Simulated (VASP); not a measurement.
V, 2 atoms in the cell. Symmetry: Im-3m, No. 229, cubic system. Conventional cell: a = 3.024 Å, b = 3.024 Å, c = 3.024 Å, α = 90.00°, β = 90.00°, γ = 90.00°. V (site symmetry m-3m) has 14 V at 2.62 to 3.02 Å within 3.5 Å. 

- Program: VASP 6.6.1
- Task: single point
- Functional: PBE
- Potentials or basis: VASP PAW PBE potentials, release 64 (V_sv)
- Cutoff: 500 eV
- k mesh: 11 × 12 × 6
- Occupations: fermi-dirac, width 0.05 eV
- Spin: collinear spin, zero start
- Starting moments: [0.0, 0.0] μB
- Dipole correction: no
- Further INCAR settings: ALGO = Normal; EDIFF = 1e-06; NBANDS = 24; ISYM = 0

Potentials or basis: VASP PAW PBE potentials, release 64 (V_sv).

Launch:

```bash
$ cat potpaw_PBE.64/V_sv/POTCAR > POTCAR
$ mpirun -np 1 vasp_std > vasp.out
```

Hardware: 1 thread of Oxide Virtual Turin-like Processor, with other jobs on the host.

Problem. Estimate the wall time of this run.

Solution. Wall time 6.6 min on 1 thread of Oxide Virtual Turin-like Processor (shared host), peak memory 0.38 GiB. Counts: scf iterations 13, k points 398.
